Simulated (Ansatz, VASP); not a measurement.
## GaSb: VASP beside Ansatz

File INCAR:

```
ALGO = Fast
EDIFF = 1E-7
ENCUT = 520
GGA = PE
ISIF = 2
ISMEAR = 0
LASPH = True
LCHARG = False
LREAL = False
LWAVE = False
NBANDS = 16
NELM = 60
PREC = Accurate
SIGMA = 0.15
```

Contents of KPOINTS:

```
k-points
0
Gamma
  22 22 22
```

POSCAR

```
GaSb
1.0
   -2.7657340177      2.7657340177      1.5810862690
    2.7657340177     -2.7657340177      1.5810862690
    2.7657340177      2.7657340177     -1.5810862690
Ga Sb
1 1
Direct
    0.2500000000      0.7500000000      0.5000000000
    0.0000000000      0.0000000000      0.0000000000
```

Input for Ansatz:

```yaml
crystal:
  lattice:
    - [-2.7657340177, 2.7657340177, 1.581086269]
    - [2.7657340177, -2.7657340177, 1.581086269]
    - [2.7657340177, 2.7657340177, -1.581086269]
  atoms:
    - { symbol: Ga, position: [0.25, 0.75, 0.5] }
    - { symbol: Sb, position: [0.0, 0.0, 0.0] }
basis:
  ecutwfc: 420
kpoints:
  mp_grid: { grid: [22, 22, 22] }
hamiltonian:
  xc: pbe
scf:
  occupations: { method: gaussian, width: 0.15 }
output:
  forces: true
  stress: true
  eigenvalues: true
  write_density: true
  write_potential: true
  elf: true
  volumetric_format: npy
```

Alike in both runs: task single point; functional PBE; k mesh 22 × 22 × 22; occupations gaussian, width 0.15 eV; no spin polarisation.

|  | VASP | Ansatz |
| --- | --- | --- |
| version | VASP 6.6.1 | Ansatz 0.2.0 |
| potentials or method | VASP PAW PBE potentials, release 64 (Ga_d, Sb), cutoff 520 eV | scalar-relativistic, plane waves, PAW |
| valence electrons in the cell | 18 | 28 |

VASP gave:

* gap on the k mesh at the Fermi level (eV): none
* pressure (GPa): 0.0
* traceless stress, the component that is largest in VASP (GPa): -0.16

Problem. Which values does Ansatz return?

Solution. gap on the k mesh at the Fermi level (eV): none; pressure (GPa): 0.0; traceless stress, the component that is largest in VASP (GPa): -0.12.

A gap of «none» marks a metal or a gap that the smearing closes. With one functional, cell and mesh, what is left measures potentials, basis and numerics. VASP's potentials hold 18 valence electrons a cell and Ansatz's 28, so a difference there can come from the potentials and not from the codes.

Neither program's run includes spin-orbit coupling.
